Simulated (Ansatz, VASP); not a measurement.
**MgBe2Te2O: VASP beside Ansatz**

```
CELL_PARAMETERS angstrom
3.67766 0.00000 0.00000
0.00000 3.67766 0.00000
0.00000 0.00000 10.08817
ATOMIC_POSITIONS crystal
Mg 0.00000 0.00000 0.60545
Be 0.50000 0.00000 0.14578
Be 0.00000 0.50000 0.14578
Te 0.50000 0.50000 0.70191
Te 0.00000 0.00000 0.30342
O 0.50000 0.50000 0.09766
```

Change from the starting cell: species swapped into the LaYMn2Si2 type (P4mm, No. 99).

Alike in both runs: task relaxation of cell and atoms; functional PBE; k mesh 6 × 6 × 2; occupations gaussian, width 0.1 eV; no spin polarisation.

```csv
,VASP,Ansatz
version,VASP 6.6.1,Ansatz 0.2.0
potentials or method,"VASP PAW PBE potentials, release 64 (Mg, Be, Te, O), cutoff 600 eV","scalar-relativistic, plane waves, PAW"
valence electrons in the cell,24,52
```

VASP gave:

| Property | Result |
| --- | --- |
| gap on the k mesh at the Fermi level, each at its own relaxed structure (eV) | none |
| relaxed volume (Å³/atom) | 22.64 |
| relaxed cell length with the largest relative difference (Å) | 3.669 |

Question: What did Ansatz give for the same quantities?

Answer: gap on the k mesh at the Fermi level, each at its own relaxed structure (eV): none; relaxed volume (Å³/atom): 22.71; relaxed cell length with the largest relative difference (Å): 3.674.

A gap of «none» marks a metal or a gap that the smearing closes. VASP's potentials hold 24 valence electrons a cell and Ansatz's 52, so a difference there can come from the potentials and not from the codes.

Neither program's run includes spin-orbit coupling.
